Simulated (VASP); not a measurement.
Input of a VASP 6.6.1 run:

INCAR

```
SYSTEM = Hf5C3
PREC = Accurate ; ENCUT = 520
EDIFF = 1E-6 ; ISMEAR = 0
SIGMA = 0.2 ; LREAL = .False.
LASPH = .True. ; NELM = 60
ALGO = Normal ; ISIF = 2
LWAVE = .False. ; LCHARG = .False.
GGA = PE ; NBANDS = 41
```

Contents of KPOINTS:

```
Automatic mesh
0
Gamma
  3 3 3
  0 0 0
```

POSCAR

```
Hf5C3
1.0
    3.7763114340      2.1802544230      3.7250366615
   -3.7763114340      2.1802544230      3.7250366615
    0.0000000000     -4.3605088459      3.7250366615
Hf C
5 3
Direct
    0.8111160876      0.8111160876      0.8111160876
    0.1888839124      0.1888839124      0.1888839124
    0.2786996622      0.7213003378      0.5000000000
    0.5000000000      0.2786996622      0.7213003378
    0.7213003378      0.5000000000      0.2786996622
    0.6220697674      0.6220697674      0.6220697674
    0.3779302326      0.3779302326      0.3779302326
    0.0000000000      0.0000000000      0.0000000000
```

Potentials or basis: VASP PAW PBE potentials, release 64 (Hf_pv, C).

Launch:

```sh
$ cat potpaw_PBE.64/Hf_pv/POTCAR potpaw_PBE.64/C/POTCAR > POTCAR
$ mpirun -np 1 vasp_std > vasp.out
```

Task: What does it give for the band gap on the k mesh?

Result: Zero (bands 31 and 32 overlap by 0.29 eV).

Task: What does it give for the pressure?

Result: -0.2 GPa.

Forces in eV/Å, atoms in the order of the input:
```
Hf   0.000  0.000  0.001
Hf   0.000  0.000 -0.001
Hf   0.085  0.000  0.000
Hf  -0.043  0.074  0.000
Hf  -0.043 -0.074  0.000
C    0.000  0.000 -0.085
C    0.000  0.000  0.085
C    0.000  0.000  0.000
```

Caveat: the k points lie up to 0.37 Å⁻¹ apart; spin-orbit coupling is left out, which moves the levels of the heavy elements.
